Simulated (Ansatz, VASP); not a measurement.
# B4Ru in VASP and in Ansatz

```
B Ru
1.0
     2.94623    0.00000    0.00000
     0.00000    2.94623    0.00000
     0.00000    0.00000    7.33739
B Ru
4 1
Direct
  0.50000 0.50000 0.28268
  0.50000 0.50000 0.71732
  0.00000 0.00000 0.00000
  0.50000 0.50000 0.50000
  0.50000 0.50000 0.00000
```

Alike in both runs: functional PBE; k mesh 12 × 12 × 6; occupations gaussian, width 0.1 eV; no spin polarisation.

Ansatz relaxed the structure, and its values are those at the end. VASP's run is a single point on that final structure, the one shown.

|  | VASP | Ansatz |
| --- | --- | --- |
| version | VASP 6.6.1 | Ansatz 0.2.0 |
| potentials or method | VASP PAW PBE potentials, release 64 (B, Ru_pv), cutoff 520 eV | scalar-relativistic, plane waves, PAW |
| valence electrons in the cell | 26 | 28 |

```tsv
	VASP	Ansatz	Ansatz less VASP
gap on the k mesh at the Fermi level (eV)	none	none	-
pressure (GPa)	-0.1	0.0	+0.08
```

A gap of «none» marks a metal or a gap that the smearing closes. VASP's potentials hold 26 valence electrons a cell and Ansatz's 28, so a difference there can come from the potentials and not from the codes.
